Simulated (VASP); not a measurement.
# BN (P6_3/mmc) in VASP: a series of runs, part 2 of 2

VASP 6.6.1.

## Step 3: Single point, r2SCAN

POSCAR reads:

```
BN
1.0
    2.5005826604      0.0000000000      0.0000000000
   -1.2502913302      2.1655681082      0.0000000000
    0.0000000000      0.0000000000      6.5236386365
B N
2 2
Direct
    0.3333333333      0.6666666667      0.2500000000
    0.6666666667      0.3333333333      0.7500000000
    0.3333333333      0.6666666667      0.7500000000
    0.6666666667      0.3333333333      0.2500000000
```

INCAR.step1 reads:

```
SYSTEM = BN
  PREC = Accurate
  ENCUT = 520
  ISMEAR = 0
  SIGMA = 0.01
  LREAL = .False.
  LASPH = .True.
  NELM = 100
  NBANDS = 16
  GGA = PE
  ALGO = Normal
  EDIFF = 1E-4
  LWAVE = .True.
  LCHARG = .False.
```

INCAR.step2 reads:

```
SYSTEM = BN
  PREC = Accurate
  ENCUT = 520
  EDIFF = 1E-7
  ISMEAR = 0
  SIGMA = 0.01
  LREAL = .False.
  LASPH = .True.
  NELM = 100
  ALGO = Normal
  ISIF = 2
  LWAVE = .False.
  LCHARG = .True.
  METAGGA = R2SCAN
  LMIXTAU = .True.
  LELF = .True.
  LVHAR = .True.
  NBANDS = 16
  ISTART = 1
```

KPOINTS reads:

```
regular mesh
0
Gamma
  12 12 4
  0 0 0
```

Potentials or basis: VASP PAW PBE potentials, release 64 (B, N).

On the command line:

```
$ cat potpaw_PBE.64/B/POTCAR potpaw_PBE.64/N/POTCAR > POTCAR
$ cp INCAR.step1 INCAR
$ mpirun -np 1 vasp_std > vasp.out
$ cp INCAR.step2 INCAR
$ mpirun -np 1 vasp_std > vasp.out
```

OUTCAR:

```text
SYSTEM = BN
   PREC = Accurate
   ENCUT = 520
   EDIFF = 1E-7
   ISMEAR = 0
   LREAL = .False.
   LASPH = .True.
   NELM = 100
   ISIF = 2
   METAGGA = R2SCAN
   ISTART = 1

 ion  position               nearest neighbor table
   1  0.333  0.667  0.250-   4 1.44   4 1.44   4 1.44
   2  0.667  0.333  0.750-   3 1.44   3 1.44   3 1.44
   3  0.333  0.667  0.750-   2 1.44   2 1.44   2 1.44
   4  0.667  0.333  0.250-   1 1.44   1 1.44   1 1.44

  LATTYP: Found a hexagonal cell.
 ALAT       =     2.5005826604
 C/A-ratio  =     2.6088474258

  Lattice vectors:

 A1 = (   2.5005826604,   0.0000000000,   0.0000000000)
 A2 = (  -1.2502913302,   2.1655681082,   0.0000000000)
 A3 = (   0.0000000000,   0.0000000000,   6.5236386365)

Analysis of symmetry for initial positions (statically):
=====================================================================
 Subroutine PRICEL returns:
 Original cell was already a primitive cell.

 Routine SETGRP: Setting up the symmetry group for a
 hexagonal supercell.

 Subroutine GETGRP returns: Found 24 space group operations
 (whereof 12 operations were pure point group operations)
 out of a pool of 24 trial point group operations.

The static configuration has the point symmetry D_3d.
 The point group associated with its full space group is D_6h.

Analysis of symmetry for dynamics (positions and initial velocities):
=====================================================================
 Subroutine PRICEL returns:
 Original cell was already a primitive cell.

 Routine SETGRP: Setting up the symmetry group for a
 hexagonal supercell.

 Subroutine GETGRP returns: Found 24 space group operations
 (whereof 12 operations were pure point group operations)
 out of a pool of 24 trial point group operations.

The dynamic configuration has the point symmetry D_3d.
 The point group associated with its full space group is D_6h.

[... 123 lines left out ...]
  volume/ion in A,a.u.               =       8.83        59.60
  Fermi-wavevector in a.u.,A,eV,Ry     =   1.257227  2.375815 21.505651  1.580621
  Thomas-Fermi vector in A             =   2.390897
   LORBIT       =      0    0 simple, 1 ext, 2 COOP (PROOUT), +10 PAW based schemes
   METAGGA = R2SCAN    functional components
   LHFCALC =     F    Hartree Fock is set to
   AEXX    =    0.0000 exact exchange contribution
   IVDW    =     0    specifies the selected vdW correction
   LEPSILON=     F    determine dielectric tensor
   LRPA    =     F    only Hartree local field effects (RPA)
 non-spin polarized calculation
 Gauss-broadening in eV      SIGMA  =   0.01
  energy-cutoff  :      520.00
  volume of cell :       35.33
 maximum number of plane-waves:       973
 NGX is ok and might be reduce to    20
   NGX =  9   NGY =  9   NGZ = 25

 number of electron      15.9999997 magnetization

 Free energy of the ion-electron system (eV)
  ---------------------------------------------------
  ext. energy  EPLUGINS =         0.00000000
  ---------------------------------------------------
  free energy    TOTEN  =       -38.58743875 eV

  energy without entropy =      -38.58743875  energy(sigma->0) =      -38.58743875

 E-fermi :   2.2918     XC(G=0): -10.8673

 val. band max:        2.1913805828   @ k =   0.3333   0.2500   0.0000
 cond. band min:       7.0363243475   @ k =   0.5000   0.0000   0.0000
 fundamental gap:      4.8449437647
 Fermi energy:         2.2918497850

 k-point     1 :       0.0000    0.0000    0.0000
  band No.  band energies     occupation
      1     -16.6606      2.00000
      2     -16.3283      2.00000
      3      -4.2967      2.00000
      4      -1.9193      2.00000
      5       0.8269      2.00000
      6       0.8269      2.00000
[... 433 lines left out ...]
      3      -5.0140      2.00000
      4      -4.9436      2.00000
      5      -1.5290      2.00000
      6      -1.4754      2.00000
[... 8 lines left out ...]
     15      20.1575      0.00000
     16      21.9817      0.00000

 [... further k-points ...]

------------------------ aborting loop because EDIFF is reached ----------------------------------------

  FORCE on cell =-STRESS in cart. coord.  units (eV):
  Direction    XX          YY          ZZ          XY          YZ          ZX
  --------------------------------------------------------------------------------------
  -------------------------------------------------------------------------------------
  Total        0.2041578      0.2041578      0.2847829     -0.0000000      0.0000000      0.0000000
  in kB        9.2592051      9.2592051     12.9158068     -0.0000000      0.0000000      0.0000000
  external PRESSURE =      10.4780724 kB  Pullay stress =       0.0000000 kB

 VOLUME and BASIS-vectors are now :
 -----------------------------------------------------------------------------
  energy-cutoff  :      520.00
  volume of cell :       35.33
      direct lattice vectors                 reciprocal lattice vectors
     2.500582660  0.000000000  0.000000000     0.399906796  0.230886296  0.000000000
    -1.250291330  2.165568108  0.000000000     0.000000000  0.461772593  0.000000000
     0.000000000  0.000000000  6.523638637     0.000000000  0.000000000  0.153288687

 POSITION                                       TOTAL-FORCE (eV/Angst)
 -----------------------------------------------------------------------------------
     -0.00000      1.44371      1.63091        -0.000000     -0.000000      0.000000
      1.25029      0.72186      4.89273         0.000000      0.000000      0.000000
     -0.00000      1.44371      4.89273         0.000000     -0.000000      0.000000
      1.25029      0.72186      1.63091        -0.000000      0.000000      0.000000
 -----------------------------------------------------------------------------------
    total drift:                               -0.000000      0.000000      0.000000

  FREE ENERGIE OF THE ION-ELECTRON SYSTEM (eV)
  ---------------------------------------------------
  free  energy   TOTEN  =       -38.5874387534 eV

  energy  without entropy=      -38.5874387534  energy(sigma->0) =      -38.58743875
```

OUTCAR.step1:

```text
SYSTEM = BN
   PREC = Accurate
   ENCUT = 520
   ISMEAR = 0
   LREAL = .False.
   LASPH = .True.
   NELM = 100
[... 687 lines left out ...]
      1.25029      0.72186      4.89273        -0.000000     -0.000000      0.000000
     -0.00000      1.44371      4.89273        -0.000000     -0.000000      0.000000
      1.25029      0.72186      1.63091         0.000000      0.000000      0.000000
 -----------------------------------------------------------------------------------
    total drift:                               -0.000000      0.000000      0.000000

  FREE ENERGIE OF THE ION-ELECTRON SYSTEM (eV)
  ---------------------------------------------------
  free  energy   TOTEN  =       -35.1368194714 eV

  energy  without entropy=      -35.1368194714  energy(sigma->0) =      -35.13681947
```

It took 72 s on 1 thread of AMD EPYC 9R45 (Zen 5), shared host; peak memory 0.13 GiB.

Results:

| Item | Value |
| --- | --- |
| Free energy | -38.5874 eV |
| Pressure | 1.0 GPa |
| Band gap on the k mesh | 4.84 eV, indirect (least direct gap 5.25 eV) |

Levels at points of the mesh, in eV from the valence-band top:
```
           k point  band 6  band 7  band 8  band 9  band 10  band 11
(0.00, 0.00, 0.00)   -1.36   -1.32   -1.32    5.76    11.33    12.31
(0.50, 0.00, 0.00)   -4.23   -1.52   -0.41    4.84     6.42    10.26
(0.00, 0.00, 0.50)   -1.34   -1.34   -1.34    8.36     8.36    12.38
(0.50, 0.00, 0.50)   -4.27   -0.94   -0.94    5.34     5.34    10.68
```

Caveat: the PAW data sets were made with another functional, which shifts forces and pressure a little. r2SCAN opens gaps a little over a GGA but as a rule still falls short of measured ones.

## Step 4: Relaxation of cell and atoms, PBE+D4

This run uses another cell than the first one, of 9.00 Å³/atom, 1.019 times its volume.

INCAR reads:

```
ALGO = Normal
EDIFF = 1E-6
EDIFFG = -0.005
ENCUT = 600
GGA = PE
IBRION = 2
ISIF = 3
ISMEAR = -1
IVDW = 13
LASPH = True
LCHARG = False
LREAL = False
LWAVE = False
NELM = 80
NSW = 80
PREC = Accurate
SIGMA = 0.02
```

KPOINTS reads:

```
k-points
0
Gamma
  12 12 4
```

POSCAR reads:

```
BN
1.0
    2.5064254026      0.0000000000      0.0000000000
   -1.2532127013      2.1706280714      0.0000000000
    0.0000000000      0.0000000000      6.6141211379
B N
2 2
Direct
    0.3333333333      0.6666666667      0.2500000000
    0.6666666667      0.3333333333      0.7500000000
    0.3333333333      0.6666666667      0.7500000000
    0.6666666667      0.3333333333      0.2500000000
```

On the command line:

```
$ cat potpaw_PBE.64/B/POTCAR potpaw_PBE.64/N/POTCAR > POTCAR
$ mpirun -np 1 vasp_std > vasp.out
```

Wall time 56 s (1 thread of AMD EPYC 9R45 (Zen 5), shared host); peak memory 0.13 GiB.

The run converged. Its results:

```yaml
Free_energy: -35.8032 eV
Relaxed_volume: 8.84 Å³/atom
Relaxed_cell: a = 2.507 Å, b = 2.507 Å, c = 6.497 Å, α = 90.00°, β = 90.00°, γ = 120.00°
Space_group_after_relaxing_to_0.05_Å: P6_3/mmc (No. 194)
Energy_gained_by_relaxing: 0.3 meV/atom
Ionic_steps: 7
Pressure_after_relaxing: 0.0 GPa
Band_gap_on_the_k_mesh: 4.22 eV, indirect (least direct gap 4.61 eV)
Dispersion_energy_per_atom: -0.164 eV
```

The path:
```tsv
step	energy change (eV)	largest force (eV/Å)	pressure (GPa)	volume (Å³)
1	0.0000	0.0000	-0.01	35.98
2	-0.0001	0.0000	-0.46	35.98
3	-0.0001	0.0000	-0.50	35.98
4	-0.0002	0.0000	-0.47	35.95
5	-0.0004	0.0000	-0.41	35.87
6	-0.0008	0.0000	-0.27	35.70
7	-0.0011	0.0000	-0.02	35.37
```

Final structure:
```xyz
4
Lattice="2.5070 0.0000 0.0000 -1.2535 2.1711 0.0000 0.0000 0.0000 6.4974" Properties=species:S:1:pos:R:3 pbc="T T T"
B     0.0000    1.4474    1.6244
B     1.2535    0.7237    4.8731
N     0.0000    1.4474    4.8731
N     1.2535    0.7237    1.6244
```

Levels at points of the mesh, in eV from the valence-band top:
```
           k point  band 6  band 7  band 8  band 9  band 10  band 11
(0.00, 0.00, 0.00)   -1.36   -1.31   -1.31    5.38    10.54    11.49
(0.50, 0.00, 0.00)   -4.08   -1.53   -0.39    4.22     5.72     9.50
(0.00, 0.00, 0.50)   -1.33   -1.33   -1.33    7.86     7.86    11.56
(0.50, 0.00, 0.50)   -4.12   -0.93   -0.93    4.71     4.71     9.88
```

## Step 5: Overview

| task | level | cell | cutoff (eV) | smearing | gap on the mesh (eV) | pressure (GPa) |
| --- | --- | --- | --- | --- | --- | --- |
| single point | r2SCAN+rVV10 | a = 2.501, b = 2.501, c = 6.524 Å, angles 90.0, 90.0, 120.0°, 4 atoms | 520 | fermi-dirac 0.02 eV | 4.80 | 0.4 |
| single point | r2SCAN | a = 2.501, b = 2.501, c = 6.524 Å, angles 90.0, 90.0, 120.0°, 4 atoms | 520 | gaussian 0.01 eV | 4.84 | 1.0 |
| relaxation of cell and atoms | PBE+D4 | relaxed from a = 2.506, b = 2.506, c = 6.614 Å, angles 90.0, 90.0, 120.0°, 4 atoms | 600 | fermi-dirac 0.02 eV | 4.22 | 0.0 |

Alike in all rows: potentials or basis VASP PAW PBE potentials, release 64 (B, N); no spin polarisation; k mesh 12 × 12 × 4.

Caveats: the PAW data sets were made with another functional, which shifts forces and pressure a little (some runs).

Total energies depend on the potentials used, so only differences within one code and one set of settings carry meaning.
